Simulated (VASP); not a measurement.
# MgO (I4mm) in VASP: further runs

MgO is run at these levels: LDA; tasks: single point.

All numbers are computed with VASP 6.6.1; they aren't measurements. Logs are shortened: lines on timing, memory, paths and dates and some standing lists are left out, and cuts for length are marked.

## 1. The cell of the first run

Symmetry: I4mm, No. 107, tetragonal system. Conventional cell: a = 3.020 Å, b = 3.020 Å, c = 4.270 Å, α = 90.00°, β = 90.00°, γ = 90.00°. Mg (site symmetry 4mm) has 6 O at 2.04 to 2.24 Å within 2.7 Å. O (site symmetry 4mm) has 6 Mg at 2.04 to 2.24 Å within 2.7 Å.

## 2. Single point, LDA (all O atoms moved -0.100 Å, as atom 2 along Cartesian [0 0 1])

File INCAR:

```
PREC = Accurate
ENCUT = 750
EDIFF = 1E-6
ISMEAR = 0
SIGMA = 0.05
LREAL = F
LASPH = T
NELM = 120
ALGO = Normal
ISIF = 2
LWAVE = F
LCHARG = F
GGA = CA
NBANDS = 15
GGA_COMPAT = F
```

File KPOINTS:

```
regular mesh
0
Gamma
  10 10 10
```

File POSCAR:

```
MgO
1.0
    0.0000000000      2.1351500000      2.1351500000
    2.1351500000      0.0000000000      2.1351500000
    2.1351500000      2.1351500000      0.0000000000
Mg O
1 1
Direct
    0.0000000000      0.0000000000      0.0000000000
    0.4765824415      0.4765824415      0.5234175585
```

Potentials or basis: VASP PAW LDA potentials, release 64 (Mg_sv, O).

The run is started by

```console
$ cat potpaw_LDA.64/Mg_sv/POTCAR potpaw_LDA.64/O/POTCAR > POTCAR
$ mpirun -np 1 vasp_std > vasp.out
```

OUTCAR:

```text
PREC = Accurate
   ENCUT = 750
   EDIFF = 1E-6
   ISMEAR = 0
   LREAL = F
   LASPH = T
   NELM = 120
   ISIF = 2
   GGA = CA

 ion  position               nearest neighbor table
   1  0.000  0.000  0.000-   2 2.04
   2  0.477  0.477  0.523-   1 2.04

  LATTYP: Found a face centered cubic cell.
 ALAT       =     4.2703000000

  Lattice vectors:

 A1 = (   0.0000000000,   2.1351500000,   2.1351500000)
 A2 = (   2.1351500000,   0.0000000000,   2.1351500000)
 A3 = (   2.1351500000,   2.1351500000,   0.0000000000)

Analysis of symmetry for initial positions (statically):
=====================================================================
 Subroutine PRICEL returns:
 Original cell was already a primitive cell.

 Routine SETGRP: Setting up the symmetry group for a
 face centered cubic supercell.

 Subroutine GETGRP returns: Found  8 space group operations
 (whereof  8 operations were pure point group operations)
 out of a pool of 48 trial point group operations.

The static configuration has the point symmetry C_4v.

Analysis of symmetry for dynamics (positions and initial velocities):
=====================================================================
 Subroutine PRICEL returns:
 Original cell was already a primitive cell.

 Routine SETGRP: Setting up the symmetry group for a
 face centered cubic supercell.

 Subroutine GETGRP returns: Found  8 space group operations
 (whereof  8 operations were pure point group operations)
 out of a pool of 48 trial point group operations.

The dynamic configuration has the point symmetry C_4v.

 Subroutine INISYM returns: Found  8 space group operations
 (whereof  8 operations are pure point group operations),
 and found     1 'primitive' translations

----------------------------------------------------------------------------------------

                                     Primitive cell

  volume of cell :      19.4677

  direct lattice vectors                    reciprocal lattice vectors
     0.000000000  2.135150000  2.135150000    -0.234175585  0.234175585  0.234175585
     2.135150000  0.000000000  2.135150000     0.234175585 -0.234175585  0.234175585
     2.135150000  2.135150000  0.000000000     0.234175585  0.234175585 -0.234175585

  length of vectors
     3.019558088  3.019558088  3.019558088     0.405604011  0.405604011  0.405604011

  position of ions in fractional coordinates (direct lattice)
     0.000000000  0.000000000  0.000000000
     0.476582441  0.476582441  0.523417559

  ion indices of the primitive-cell ions
   primitive index   ion index
                 1           1
                 2           2

----------------------------------------------------------------------------------------

 KPOINTS: regular mesh

Automatic generation of k-mesh.
 Grid dimensions read from file:
 generate k-points for:   10   10   10

 Generating k-lattice:

  Cartesian coordinates                     Fractional coordinates (reciprocal lattice)
    -0.023417558  0.023417558  0.023417558     0.100000000  0.000000000  0.000000000
     0.023417558 -0.023417558  0.023417558     0.000000000  0.100000000  0.000000000
     0.023417558  0.023417558 -0.023417558     0.000000000  0.000000000  0.100000000

  Length of vectors
     0.040560401  0.040560401  0.040560401

  Shift w.r.t. Gamma in fractional coordinates (k-lattice)
     0.000000000  0.000000000  0.000000000

 Subroutine IBZKPT returns following result:
 ===========================================

 Found    102 irreducible k-points:

 Following reciprocal coordinates:
            Coordinates               Weight
  0.000000  0.000000  0.000000      1.000000
  0.100000  0.000000  0.000000      8.000000
  0.200000  0.000000  0.000000      8.000000
  0.300000  0.000000  0.000000      8.000000
  0.400000  0.000000  0.000000      8.000000
  0.500000  0.000000  0.000000      4.000000
[... 16 lines left out ...]
 -0.100000  0.100000  0.000000      4.000000
  0.000000 -0.100000  0.100000      8.000000
 [... further k-points ...]
   k-points           NKPTS =    102   k-points in BZ     NKDIM =    102   number of bands    NBANDS=     15
   number of dos      NEDOS =    301   number of ions     NIONS =      2
   total plane-waves  NPLWV =  21952
   dimension x,y,z NGX =    28 NGY =   28 NGZ =   28
   dimension x,y,z NGXF=    56 NGYF=   56 NGZF=   56
   ions per type =               1   1
   NGX,Y,Z   is equivalent  to a cutoff of  15.42, 15.42, 15.42 a.u.
   NGXF,Y,Z  is equivalent  to a cutoff of  30.83, 30.83, 30.83 a.u.
 SYSTEM =  unknown system
   PREC   = accura    normal or accurate (medium, high low for compatibility)
   ISTART =      0    job   : 0-new  1-cont  2-samecut
   ICHARG =      2    charge: 1-file 2-atom 10-const
   ISPIN  =      1    spin polarized calculation?
   LNONCOLLINEAR =      F non collinear calculations
   LSORBIT =      F    spin-orbit coupling
   LASPH  =      T    aspherical Exc in radial PAW
   ENCUT  =  750.0 eV  55.12 Ry    7.42 a.u.   6.74  6.74  6.74*2*pi/ulx,y,z
   NELM   =    120;   NELMIN=  2; NELMDL= -5     # of ELM steps
   EDIFF  = 0.1E-05   stopping-criterion for ELM
   LREAL  =      F    real-space projection
   EDIFFG = 0.1E-04   stopping-criterion for IOM
   NSW    =      0    number of steps for IOM
   IBRION =     -1    ionic relax: 0-MD 1-quasi-New 2-CG
   NFREE  =      0    steps in history (QN), initial steepest desc. (CG)
   ISIF   =      2    stress and relaxation
   ISYM   =      2    0-nonsym 1-usesym 2-fastsym
   POTIM  = 0.5000    time-step for ionic-motion
   TEBEG  =    0.0;   TEEND  =   0.0 temperature during run
   PSTRESS=    0.0 pullay stress
   NELECT =      16.0000    total number of electrons
   NUPDOWN=      -1.0000    fix difference up-down
   EMIN   =  10.00;   EMAX   =-10.00  energy-range for DOS
   EFERMI =   0.00;   METHOD = LEGACY
   ISMEAR =     0;   SIGMA  =   0.05  broadening in eV -4-tet -1-fermi 0-gaus
   EFERMI_NEDOS =   21; number of points for ismear=-14 and -15
   IALGO  =     38    algorithm
   IMIX   =      4    mixing-type and parameters
     AMIX     =   0.40;   BMIX     =  1.00
     AMIX_MAG =   1.60;   BMIX_MAG =  1.00
  volume/ion in A,a.u.               =       9.73        65.69
  Fermi-wavevector in a.u.,A,eV,Ry     =   1.533474  2.897846 31.994681  2.351543
  Thomas-Fermi vector in A             =   2.640536
   LORBIT       =      0    0 simple, 1 ext, 2 COOP (PROOUT), +10 PAW based schemes
   GGA     = CA    functional components
   LHFCALC =     F    Hartree Fock is set to
   AEXX    =    0.0000 exact exchange contribution
   IVDW    =     0    specifies the selected vdW correction
   LEPSILON=     F    determine dielectric tensor
   LRPA    =     F    only Hartree local field effects (RPA)
 non-spin polarized calculation
 Gauss-broadening in eV      SIGMA  =   0.05
  energy-cutoff  :      750.00
  volume of cell :       19.47
 maximum number of plane-waves:       934
   NGX = 13   NGY = 13   NGZ = 13

 number of electron      15.9999997 magnetization

 Free energy of the ion-electron system (eV)
  ---------------------------------------------------
  ext. energy  EPLUGINS =         0.00000000
  ---------------------------------------------------
  free energy    TOTEN  =       -13.16622021 eV

  energy without entropy =      -13.16622021  energy(sigma->0) =      -13.16622021

 E-fermi :   2.5887     XC(G=0): -11.7182

 val. band max:        2.2807986856   @ k =   0.0000   0.0000   0.0000
 cond. band min:       6.5605587773   @ k =   0.0000   0.0000   0.0000
 fundamental gap:      4.2797600918
 Fermi energy:         2.5887025864

 k-point     1 :       0.0000    0.0000    0.0000
  band No.  band energies     occupation
      1     -69.1761      2.00000
      2     -36.6452      2.00000
      3     -36.6451      2.00000
      4     -36.6451      2.00000
      5     -14.4912      2.00000
      6       2.2668      2.00000
      7       2.2808      2.00000
      8       2.2808      2.00000
      9       6.5606      0.00000
     10      17.6103      0.00000
     11      17.6294      0.00000
     12      17.6294      0.00000
     13      21.4902      0.00000
     14      23.1072      0.00000
     15      23.1264      0.00000

 k-point     2 :       0.1000    0.0000    0.0000
  band No.  band energies     occupation
      1     -69.1756      2.00000
      2     -36.6528      2.00000
      3     -36.6463      2.00000
      4     -36.6462      2.00000
      5     -14.3864      2.00000
      6       1.6239      2.00000
      7       2.2117      2.00000
      8       2.2172      2.00000
      9       7.1878      0.00000
     10      16.3881      0.00000
     11      17.8426      0.00000
     12      17.8491      0.00000
     13      22.2953      0.00000
     14      22.3237      0.00000
     15      23.0510      0.00000

 k-point     3 :       0.2000    0.0000    0.0000
  band No.  band energies     occupation
      1     -69.1736      2.00000
      2     -36.6721      2.00000
      3     -36.6482      2.00000
      4     -36.6482      2.00000
      5     -14.0987      2.00000
      6       0.3335      2.00000
      7       2.0509      2.00000
      8       2.0565      2.00000
      9       8.3686      0.00000
     10      14.8706      0.00000
     11      18.2478      0.00000
     12      18.2597      0.00000
     13      21.6008      0.00000
     14      21.6476      0.00000
     15      23.6267      0.00000

 k-point     4 :       0.3000    0.0000    0.0000
  band No.  band energies     occupation
      1     -69.1712      2.00000
      2     -36.6957      2.00000
      3     -36.6507      2.00000
      4     -36.6507      2.00000
      5     -13.7114      2.00000
      6      -0.9454      2.00000
      7       1.8615      2.00000
      8       1.8672      2.00000
      9       9.3138      0.00000
     10      14.1099      0.00000
     11      18.2691      0.00000
     12      18.2717      0.00000
     13      22.0753      0.00000
     14      22.1007      0.00000
     15      23.0251      0.00000
[... 307 lines left out ...]
 k-point    22 :       0.0000   -0.2000    0.1000
  band No.  band energies     occupation
      1     -69.1723      2.00000
      2     -36.6809      2.00000
      3     -36.6548      2.00000
      4     -36.6480      2.00000
      5     -13.9027      2.00000
      6      -0.1843      2.00000
      7       1.6432      2.00000
      8       2.0150      2.00000
      9       9.1012      0.00000
     10      14.2930      0.00000
     11      17.6803      0.00000
     12      18.8380      0.00000
     13      20.4191      0.00000
     14      22.4905      0.00000
     15      24.5909      0.00000

 k-point    23 :      -0.1000    0.1000    0.0000
  band No.  band energies     occupation
      1     -69.1744      2.00000
      2     -36.6620      2.00000
      3     -36.6505      2.00000
      4     -36.6463      2.00000
      5     -14.2218      2.00000
      6       0.9168      2.00000
      7       1.9565      2.00000
      8       2.1726      2.00000
      9       7.9803      0.00000
     10      15.3294      0.00000
     11      17.9177      0.00000
     12      18.2663      0.00000
     13      20.9211      0.00000
     14      22.4184      0.00000
     15      24.4302      0.00000

 k-point    24 :       0.0000   -0.1000    0.1000
  band No.  band energies     occupation
      1     -69.1744      2.00000
      2     -36.6622      2.00000
      3     -36.6504      2.00000
      4     -36.6463      2.00000
      5     -14.2217      2.00000
      6       0.9194      2.00000
      7       1.9594      2.00000
      8       2.1678      2.00000
      9       7.9727      0.00000
     10      15.3398      0.00000
     11      17.9047      0.00000
     12      18.2762      0.00000
     13      20.9783      0.00000
     14      22.4111      0.00000
     15      24.3512      0.00000

 [... further k-points ...]
[... 5 lines left out ...]
  --------------------------------------------------------------------------------------
  -------------------------------------------------------------------------------------
  Total       -1.4420022     -1.4420022     -1.0793283      0.0000000      0.0000000      0.0000000
  in kB     -118.6755765   -118.6755765    -88.8278137      0.0000000      0.0000000      0.0000000
  external PRESSURE =    -108.7263222 kB  Pullay stress =       0.0000000 kB

 VOLUME and BASIS-vectors are now :
 -----------------------------------------------------------------------------
  energy-cutoff  :      750.00
  volume of cell :       19.47
      direct lattice vectors                 reciprocal lattice vectors
     0.000000000  2.135150000  2.135150000    -0.234175585  0.234175585  0.234175585
     2.135150000  0.000000000  2.135150000     0.234175585 -0.234175585  0.234175585
     2.135150000  2.135150000  0.000000000     0.234175585  0.234175585 -0.234175585

 POSITION                                       TOTAL-FORCE (eV/Angst)
 -----------------------------------------------------------------------------------
      0.00000      0.00000      0.00000         0.000000      0.000000     -0.442603
      2.13515      2.13515      2.03515         0.000000      0.000000      0.442603
 -----------------------------------------------------------------------------------
    total drift:                                0.000000      0.000000      0.000833

  FREE ENERGIE OF THE ION-ELECTRON SYSTEM (eV)
  ---------------------------------------------------
  free  energy   TOTEN  =       -13.1662202117 eV

  energy  without entropy=      -13.1662202117  energy(sigma->0) =      -13.16622021
```

It took 35 s on 1 thread of Intel Xeon Platinum 8259CL at 2.50GHz (Skylake/Cascade Lake), shared host; peak memory 0.17 GiB.

Results:

```yaml
Free_energy: -13.1662 eV
Pressure: -10.9 GPa
Largest_force: 0.443 eV/Å
Band_gap_on_the_k_mesh: 4.28 eV
```

Forces on the atoms (eV/Å):
```
Mg   0.000  0.000 -0.443
O    0.000  0.000  0.443
```

Caveat: the cell differs from its parent crystal (all O atoms moved -0.100 Å, as atom 2 along Cartesian [0 0 1]); the cell stands under tension.

[end of part 1 of 2]
